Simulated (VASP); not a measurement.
A run of VASP 6.6.1:

INCAR

```
PREC     = Accurate       # precision mode
ENCUT    = 520            # plane-wave cutoff, eV
EDIFF    = 1E-7           # SCF threshold, eV
ISMEAR   = 0              # smearing method
SIGMA    = 0.1            # smearing width, eV
LREAL    = F              # projectors in reciprocal space
LASPH    = T              # aspherical terms in the spheres
NELM     = 80             # most SCF steps
ALGO     = Normal         # electronic algorithm
ISIF     = 2              # what is computed and relaxed
LWAVE    = F              # write WAVECAR
LCHARG   = T              # write CHGCAR
GGA      = PE             # functional
LELF     = T              # ELF
LVHAR    = T            
NBANDS   = 20             # bands
```

File KPOINTS:

```
Automatic mesh
0
Gamma
  12 12 12
```

Contents of POSCAR:

```
Mg2F3
1.0
    1.6683548512      0.9632251224      7.7698946474
   -1.6683548512      0.9632251224      7.7698946474
    0.0000000000     -1.9264502448      7.7698946474
Mg F
2 3
Direct
    0.3971099860      0.3971099860      0.3971099860
    0.6028900140      0.6028900140      0.6028900140
    0.0000000000      0.0000000000      0.0000000000
    0.2397118844      0.2397118844      0.2397118844
    0.7602881156      0.7602881156      0.7602881156
```

Potentials or basis: VASP PAW PBE potentials, release 64 (Mg, F).

Launch:

```sh
$ cat potpaw_PBE.64/Mg/POTCAR potpaw_PBE.64/F/POTCAR > POTCAR
$ mpirun -np 1 vasp_std > vasp.out
```

Hardware: 1 thread of Intel(R) Xeon(R) Platinum 8259CL CPU @ 2.50GHz (Skylake/Cascade Lake), on a shared host.

Q: Estimate the wall time of this run.

A: Run time: 15 min on 1 thread of Intel(R) Xeon(R) Platinum 8259CL CPU @ 2.50GHz (Skylake/Cascade Lake), on a shared host, peak memory 0.63 GiB. Counts: scf iterations 15, k points 189.
